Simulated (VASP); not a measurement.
Here is a VASP 6.6.1 calculation.

Contents of POSCAR:

```
MoS2
1.0
    1.5855000000      0.9153888500      6.1149966700
   -1.5855000000      0.9153888500      6.1149966700
    0.0000000000     -1.8307777000      6.1149966700
Mo S
1 2
Direct
    0.0000000000      0.0000000000      0.0000000000
    0.7499999996      0.7499999996      0.7499999996
    0.2499999999      0.2499999999      0.2499999999
```

The input INCAR.step1:

```
PREC = Accurate
ENCUT = 520
ISMEAR = 0
SIGMA = 0.1
LREAL = False
LASPH = True
NELM = 80
NBANDS = 20
GGA = PE
ALGO = Normal
EDIFF = 1E-4
LWAVE = True
LCHARG = False
```

File INCAR.step2:

```
PREC = Accurate
ENCUT = 520
EDIFF = 1E-6
ISMEAR = 0
SIGMA = 0.1
LREAL = False
LASPH = True
NELM = 80
ALGO = Normal
ISIF = 2
LWAVE = False
LCHARG = False
METAGGA = R2SCAN
LMIXTAU = True
IVDW = 13
VDW_S6 = 1.0
VDW_S8 = 0.6018749
VDW_A1 = 0.51559235
VDW_A2 = 5.77342911
NBANDS = 20
ISTART = 1
```

File KPOINTS:

```
regular mesh
0
Gamma
  8 8 8
```

Potentials or basis: VASP PAW PBE potentials, release 64 (Mo_sv, S).

Run with:

```bash
$ cat potpaw_PBE.64/Mo_sv/POTCAR potpaw_PBE.64/S/POTCAR > POTCAR
$ cp INCAR.step1 INCAR
$ mpirun -np 1 vasp_std > vasp.out
$ cp INCAR.step2 INCAR
$ mpirun -np 1 vasp_std > vasp.out
```

Question: Estimate the dispersion energy per atom.

Answer: -0.157 eV.

Question: Estimate the band gap on the k mesh.

Answer: Zero (band 13 reaches 7.78 eV, above the bottom of band 14 at 7.25 eV).

Question: Predict the pressure.

Answer: 5.8 GPa.

Forces on the atoms (eV/Å):
```
Mo   0.000  0.000  0.000
S    0.000  0.000  0.787
S    0.000  0.000 -0.787
```

Caveat: the PAW data sets were made with another functional, which shifts forces and pressure a little; pairwise dispersion overbinds metals, which lowers pressure and volume.
